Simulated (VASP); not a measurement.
# Al16BH3 in VASP: single point with PBE+D3(BJ)

Aim: the single point of Al16BH3 with PBE+D3(BJ).

Program: VASP 6.6.1. These are calculated values, not measurements. Logs are shortened: lines on timing, memory, paths and dates and some standing lists are left out, and cuts for length are marked.

## Step 1: The cell of the first run

The cell holds a slab with vacuum, 20 atoms: a = 5.632 Å, b = 5.632 Å, c = 25.732 Å, α = 90.00°, β = 90.00°, γ = 90.00°.

## Step 2: Single point, PBE+D3(BJ)

Input file INCAR:

```
SYSTEM = Al16BH3
ALGO = Normal
DIPOL = 0.5 0.5 0.481
EDIFF = 1E-7
ENCUT = 520
GGA = PE
IDIPOL = 3
ISIF = 2
ISMEAR = 0
IVDW = 12
LASPH = .True.
LCHARG = .False.
LDIPOL = .True.
LREAL = Auto
LWAVE = .False.
NBANDS = 43
NELM = 80
PREC = Accurate
SIGMA = 0.1
```

Input file KPOINTS:

```
k-points
0
Gamma
  4 4 1
  0 0 0
```

Input file POSCAR:

```
Al16BH3
1.0
    5.6324246428      0.0000000000      0.0000000000
    0.0000000000      5.6324246428      0.0000000000
    0.0000000000      0.0000000000     25.7319884892
Al B H
16 1 3
Direct
    0.2500000000      0.2500000000      0.3108970767
    0.2500000000      0.7500000000      0.3108970767
    0.7500000000      0.2500000000      0.3108970767
    0.7500000000      0.7500000000      0.3108970767
    0.5000000000      0.5000000000      0.3882856870
    0.5000000000      0.0000000000      0.3882856870
    0.0000000000      0.5000000000      0.3882856870
    0.0000000000      0.0000000000      0.3882856870
    0.7494011743      0.7499864674      0.4630906877
    0.7493698169      0.2500905721      0.4630955761
    0.2504825700      0.7498967701      0.4631064443
    0.2504109623      0.2500665330      0.4630964828
   -0.0001345439      0.0000185318      0.5427665164
   -0.0001781754      0.4999404179      0.5429189446
    0.5000396890      0.0000101663      0.5432873489
    0.4997634179      0.5000732168      0.5431192606
    0.0095421468     -0.0035337913      0.6975625416
    0.0085597409     -0.0031294370      0.6509027083
   -0.0608294279     -0.1747860459      0.7204140817
    0.0808106007      0.1673513108      0.7204124357
```

Potentials or basis: VASP PAW PBE potentials, release 64 (Al, B, H).

On the command line:

```bash
$ cat potpaw_PBE.64/Al/POTCAR potpaw_PBE.64/B/POTCAR potpaw_PBE.64/H/POTCAR > POTCAR
$ mpirun -np 1 vasp_std > vasp.out
```

OUTCAR:

```text
SYSTEM = Al16BH3
   EDIFF = 1E-7
   ENCUT = 520
   GGA = PE
   ISIF = 2
   ISMEAR = 0
   IVDW = 12
   LASPH = .True.
   LREAL = Auto
   NELM = 80
   PREC = Accurate
 IVDW          = 12

 ion  position               nearest neighbor table
   1  0.250  0.250  0.311-   5 2.82   6 2.82   7 2.82   8 2.82   2 2.82   3 2.82   2 2.82   3 2.82

   2  0.250  0.750  0.311-   5 2.82   6 2.82   7 2.82   8 2.82   1 2.82   4 2.82   1 2.82   4 2.82

   3  0.750  0.250  0.311-   5 2.82   6 2.82   7 2.82   8 2.82   1 2.82   4 2.82   4 2.82   1 2.82

   4  0.750  0.750  0.311-   5 2.82   6 2.82   7 2.82   8 2.82   2 2.82   3 2.82   3 2.82   2 2.82

   5  0.500  0.500  0.388-  10 2.77   9 2.77  11 2.77  12 2.77   1 2.82   2 2.82   3 2.82   4 2.82
                             6 2.82   7 2.82   6 2.82   7 2.82
   6  0.500  0.000  0.388-   9 2.77  10 2.77  12 2.77  11 2.77   1 2.82   2 2.82   3 2.82   4 2.82
                             5 2.82   8 2.82   5 2.82   8 2.82
   7  0.000  0.500  0.388-  12 2.77  11 2.77  10 2.77   9 2.77   1 2.82   2 2.82   3 2.82   4 2.82
                             5 2.82   8 2.82   8 2.82   5 2.82
   8  0.000  0.000  0.388-  12 2.77   9 2.77  11 2.77  10 2.77   1 2.82   2 2.82   3 2.82   4 2.82
                             6 2.82   7 2.82   7 2.82   6 2.82
   9  0.749  0.750  0.463-   5 2.77   6 2.77   7 2.77   8 2.77  11 2.81  10 2.82  10 2.82  11 2.82
                            13 2.86  14 2.86  16 2.86  15 2.87
  10  0.749  0.250  0.463-   5 2.77   6 2.77   7 2.77   8 2.77  12 2.81   9 2.82   9 2.82  12 2.82
                            13 2.86  14 2.86  16 2.86  15 2.87
  11  0.250  0.750  0.463-   5 2.77   6 2.77   7 2.77   8 2.77   9 2.81  12 2.82  12 2.82   9 2.82
                            13 2.86  16 2.86  14 2.86  15 2.87
  12  0.250  0.250  0.463-   5 2.77   6 2.77   7 2.77   8 2.77  10 2.81  11 2.82  11 2.82  10 2.82
                            13 2.86  14 2.86  16 2.86  15 2.87
  13  1.000  0.000  0.543-  15 2.82  14 2.82  14 2.82  15 2.82   9 2.86  10 2.86  12 2.86  11 2.86

  14  1.000  0.500  0.543-  13 2.82  16 2.82  16 2.82  13 2.82  10 2.86  12 2.86   9 2.86  11 2.86

  15  0.500  0.000  0.543-  13 2.82  16 2.82  16 2.82  13 2.82  10 2.87   9 2.87  11 2.87  12 2.87

  16  0.500  0.500  0.543-  15 2.82  14 2.82  14 2.82  15 2.82  11 2.86  12 2.86   9 2.86  10 2.86

  17  0.010  0.996  0.698-  20 1.20  19 1.20  18 1.20
  18  0.009  0.997  0.651-  17 1.20
  19  0.939  0.825  0.720-  17 1.20
  20  0.081  0.167  0.720-  17 1.20

  LATTYP: Found a simple tetragonal cell.
 ALAT       =     5.6324246428
 C/A-ratio  =     4.5685455414

  Lattice vectors:

 A1 = (   5.6324246428,   0.0000000000,   0.0000000000)
 A2 = (   0.0000000000,   5.6324246428,   0.0000000000)
 A3 = (   0.0000000000,   0.0000000000,  25.7319884892)

Analysis of symmetry for initial positions (statically):
=====================================================================
 Subroutine PRICEL returns:
 Original cell was already a primitive cell.

 Routine SETGRP: Setting up the symmetry group for a
 simple tetragonal supercell.

 Subroutine GETGRP returns: Found  1 space group operations
 (whereof  1 operations were pure point group operations)
 out of a pool of 16 trial point group operations.

The static configuration has the point symmetry C_1 .

Analysis of symmetry for dynamics (positions and initial velocities):
=====================================================================
 Subroutine PRICEL returns:
 Original cell was already a primitive cell.

 Routine SETGRP: Setting up the symmetry group for a
 simple tetragonal supercell.

 Subroutine GETGRP returns: Found  1 space group operations
 (whereof  1 operations were pure point group operations)
 out of a pool of 16 trial point group operations.

The dynamic configuration has the point symmetry C_1 .

 Subroutine INISYM returns: Found  1 space group operations
 (whereof  1 operations are pure point group operations),
 and found     1 'primitive' translations

----------------------------------------------------------------------------------------

                                     Primitive cell

  volume of cell :     816.3269

  direct lattice vectors                    reciprocal lattice vectors
     5.632424643  0.000000000  0.000000000     0.177543432  0.000000000  0.000000000
     0.000000000  5.632424643  0.000000000     0.000000000  0.177543432  0.000000000
     0.000000000  0.000000000 25.731988489     0.000000000  0.000000000  0.038862135

  length of vectors
     5.632424643  5.632424643 25.731988489     0.177543432  0.177543432  0.038862135

  position of ions in fractional coordinates (direct lattice)
     0.250000000  0.250000000  0.310897077
     0.250000000  0.750000000  0.310897077
     0.750000000  0.250000000  0.310897077
     0.750000000  0.750000000  0.310897077
     0.500000000  0.500000000  0.388285687
     0.500000000  0.000000000  0.388285687
[... 12 lines left out ...]
     0.939170572  0.825213954  0.720414082
     0.080810601  0.167351311  0.720412436

  ion indices of the primitive-cell ions
   primitive index   ion index
                 1           1
                 2           2
                 3           3
                 4           4
                 5           5
                 6           6
[... 12 lines left out ...]
                19          19
                20          20

----------------------------------------------------------------------------------------

 KPOINTS: k-points

Automatic generation of k-mesh.
 Grid dimensions read from file:
 generate k-points for:    4    4    1

 Generating k-lattice:

  Cartesian coordinates                     Fractional coordinates (reciprocal lattice)
     0.044385858  0.000000000  0.000000000     0.250000000  0.000000000  0.000000000
     0.000000000  0.044385858  0.000000000     0.000000000  0.250000000  0.000000000
     0.000000000  0.000000000  0.038862135     0.000000000  0.000000000  1.000000000

  Length of vectors
     0.044385858  0.044385858  0.038862135

  Shift w.r.t. Gamma in fractional coordinates (k-lattice)
     0.000000000  0.000000000  0.000000000

 Subroutine IBZKPT returns following result:
 ===========================================

 Found     10 irreducible k-points:

 Following reciprocal coordinates:
            Coordinates               Weight
  0.000000  0.000000  0.000000      1.000000
  0.250000  0.000000  0.000000      2.000000
  0.000000  0.250000  0.000000      2.000000
  0.500000  0.000000  0.000000      1.000000
  0.000000  0.500000  0.000000      1.000000
  0.250000  0.250000  0.000000      2.000000
 -0.250000  0.250000  0.000000      2.000000
  0.500000  0.250000  0.000000      2.000000
 -0.250000  0.500000  0.000000      2.000000
  0.500000  0.500000  0.000000      1.000000
   k-points           NKPTS =     10   k-points in BZ     NKDIM =     10   number of bands    NBANDS=     43
   number of dos      NEDOS =    301   number of ions     NIONS =     20
   total plane-waves  NPLWV = 338688
   dimension x,y,z NGX =    42 NGY =   42 NGZ =  192
   dimension x,y,z NGXF=    84 NGYF=   84 NGZF=  384
   ions per type =              16   1   3
   NGX,Y,Z   is equivalent  to a cutoff of  12.40, 12.40, 12.40 a.u.
   NGXF,Y,Z  is equivalent  to a cutoff of  24.79, 24.79, 24.81 a.u.
 SYSTEM =  Al16BH3
   PREC   = accura    normal or accurate (medium, high low for compatibility)
   ISTART =      0    job   : 0-new  1-cont  2-samecut
   ICHARG =      2    charge: 1-file 2-atom 10-const
   ISPIN  =      1    spin polarized calculation?
   LNONCOLLINEAR =      F non collinear calculations
   LSORBIT =      F    spin-orbit coupling
   LASPH  =      T    aspherical Exc in radial PAW
   ENCUT  =  520.0 eV  38.22 Ry    6.18 a.u.  10.47 10.47 47.84*2*pi/ulx,y,z
   NELM   =     80;   NELMIN=  2; NELMDL= -5     # of ELM steps
   EDIFF  = 0.1E-06   stopping-criterion for ELM
   LREAL  =      T    real-space projection
   EDIFFG = 0.1E-05   stopping-criterion for IOM
   NSW    =      0    number of steps for IOM
   IBRION =     -1    ionic relax: 0-MD 1-quasi-New 2-CG
   NFREE  =      0    steps in history (QN), initial steepest desc. (CG)
   ISIF   =      2    stress and relaxation
   ISYM   =      2    0-nonsym 1-usesym 2-fastsym
   POTIM  = 0.5000    time-step for ionic-motion
   TEBEG  =    0.0;   TEEND  =   0.0 temperature during run
   PSTRESS=    0.0 pullay stress
   NELECT =      54.0000    total number of electrons
   NUPDOWN=      -1.0000    fix difference up-down
   EMIN   =  10.00;   EMAX   =-10.00  energy-range for DOS
   EFERMI =   0.00;   METHOD = LEGACY
   ISMEAR =     0;   SIGMA  =   0.10  broadening in eV -4-tet -1-fermi 0-gaus
   EFERMI_NEDOS =   21; number of points for ismear=-14 and -15
   IALGO  =     38    algorithm
   IMIX   =      4    mixing-type and parameters
     AMIX     =   0.40;   BMIX     =  1.00
     AMIX_MAG =   1.60;   BMIX_MAG =  1.00
  volume/ion in A,a.u.               =      40.82       275.44
  Fermi-wavevector in a.u.,A,eV,Ry     =   0.662092  1.251172  5.964321  0.438365
  Thomas-Fermi vector in A             =   1.735054
   LORBIT       =      0    0 simple, 1 ext, 2 COOP (PROOUT), +10 PAW based schemes
   GGA     = PE    functional components
   LHFCALC =     F    Hartree Fock is set to
   AEXX    =    0.0000 exact exchange contribution
   IVDW    =    12    specifies the selected vdW correction
   LEPSILON=     F    determine dielectric tensor
   LRPA    =     F    only Hartree local field effects (RPA)
 non-spin polarized calculation
 Gauss-broadening in eV      SIGMA  =   0.10
  energy-cutoff  :      520.00
  volume of cell :      816.33
 maximum number of plane-waves:     22011
 NGX is ok and might be reduce to    42
   NGX = 21   NGY = 21   NGZ = 95

 dipolmoment           0.000000      0.000000      0.158488 electrons x Angstroem

 number of electron      54.0000000 magnetization

 dipolmoment           0.000000      0.000000     -0.013340 electrons x Angstroem

 Free energy of the ion-electron system (eV)
  ---------------------------------------------------
  ext. energy  EPLUGINS =         0.00000000
  ---------------------------------------------------
  free energy    TOTEN  =       -71.91639580 eV

  energy without entropy =      -71.87755989  energy(sigma->0) =      -71.89697784

 E-fermi :  -0.0152     XC(G=0):  -4.4464

 val. band max:       -0.0214652370   @ k =   0.5000   0.5000   0.0000
 cond. band min:      -0.0002322172   @ k =   0.0000   0.0000   0.0000
 fundamental gap:      0.0212330199
 Fermi energy:        -0.0151998962

 k-point     1 :       0.0000    0.0000    0.0000
  band No.  band energies     occupation
      1     -10.9690      2.00000
      2      -9.4805      2.00000
      3      -8.6428      2.00000
      4      -7.3410      2.00000
      5      -6.4113      2.00000
      6      -6.4097      2.00000
[... 31 lines left out ...]
     38       2.3330      0.00000
     39       2.3356      0.00000

 k-point     2 :       0.2500    0.0000    0.0000
  band No.  band energies     occupation
      1     -10.6786      2.00000
      2      -9.1934      2.00000
      3      -8.6357      2.00000
      4      -8.3770      2.00000
      5      -7.0577      2.00000
      6      -6.9075      2.00000
[... 325 lines left out ...]
     38       2.6532      0.00000
     39       2.9205      0.00000

 k-point    10 :       0.5000    0.5000    0.0000
  band No.  band energies     occupation
      1      -8.6742      2.00000
      2      -8.6668      2.00000
      3      -8.6623      2.00000
      4      -8.6603      2.00000
      5      -8.5989      2.00000
      6      -7.1954      2.00000
[... 31 lines left out ...]
     38       2.5901      0.00000
     39       2.5914      0.00000
 [bands above 39 left out]

------------------------ aborting loop because EDIFF is reached ----------------------------------------

 vacuum level on the upper side and lower side of the slab       (xc-potential included)        -0.065         0.000

 Edisp (eV)   -4.14518

 E8    (eV) :    -1.9067

  FORCE on cell =-STRESS in cart. coord.  units (eV):
  Direction    XX          YY          ZZ          XY          YZ          ZX
  --------------------------------------------------------------------------------------
  -------------------------------------------------------------------------------------
  Total      -3.80976    -3.84370     1.10650    -0.01322     0.00011     0.00245
  in kB      -7.47729    -7.54390     2.17170    -0.02594     0.00021     0.00482
  external pressure =       -4.28 kB  Pullay stress =        0.00 kB

 VOLUME and BASIS-vectors are now :
 -----------------------------------------------------------------------------
  energy-cutoff  :      520.00
  volume of cell :      816.33
      direct lattice vectors                 reciprocal lattice vectors
     5.632424643  0.000000000  0.000000000     0.177543432  0.000000000  0.000000000
     0.000000000  5.632424643  0.000000000     0.000000000  0.177543432  0.000000000
     0.000000000  0.000000000 25.731988489     0.000000000  0.000000000  0.038862135

 POSITION                                       TOTAL-FORCE (eV/Angst)
 -----------------------------------------------------------------------------------
      1.40811      1.40811      8.00000         0.017497      0.002507     -0.135088
      1.40811      4.22432      8.00000         0.019383     -0.002417     -0.139419
      4.22432      1.40811      8.00000        -0.016442     -0.000880     -0.140189
      4.22432      4.22432      8.00000        -0.018924      0.000338     -0.136026
      2.81621      2.81621      9.99136        -0.000870      0.000658      0.125347
      2.81621      0.00000      9.99136         0.000644     -0.000780      0.125751
[... 12 lines left out ...]
      5.28981      4.64796     18.53769        -0.007594     -0.012865      0.027299
      0.45516      0.94259     18.53764         0.009083      0.012397      0.027179
 -----------------------------------------------------------------------------------
    total drift:                               -0.002613      0.001355      0.020084

  FREE ENERGIE OF THE ION-ELECTRON SYSTEM (eV)
  ---------------------------------------------------
  free  energy   TOTEN  =       -76.0615710235 eV

  energy  without entropy=      -76.0227351104  energy(sigma->0) =      -76.04215307

 vacuum level on the upper side and lower side of the slab         4.064         4.134
```

Run time: 25 min. Hardware: 1 thread of Intel Xeon 8259CL, shared host; peak memory 0.8 GiB.

What came out:

```
Free energy                : -76.0616 eV
Largest force              : 0.146 eV/Å
Band gap on the k mesh     : zero (bands 27 and 28 overlap by 0.20 eV)
Dispersion energy per atom : -0.207 eV
```

Forces in eV/Å, atoms in the order of the input:
```
Al   0.017  0.003 -0.135
Al   0.019 -0.002 -0.139
Al  -0.016 -0.001 -0.140
Al  -0.019  0.000 -0.136
Al  -0.001  0.001  0.125
Al   0.001 -0.001  0.126
Al   0.000  0.000  0.140
Al  -0.002  0.000  0.146
Al   0.003  0.000  0.001
Al   0.003  0.000  0.001
Al  -0.003  0.000  0.000
Al  -0.002  0.000  0.000
Al  -0.002  0.000  0.008
Al   0.001  0.000  0.005
Al   0.000  0.000 -0.002
Al   0.000  0.000  0.001
B   -0.001  0.001 -0.037
H    0.000  0.000 -0.017
H   -0.008 -0.013  0.027
H    0.009  0.012  0.027
```

The gap in the log of VASP goes by the Fermi energy; the results here count the filled bands.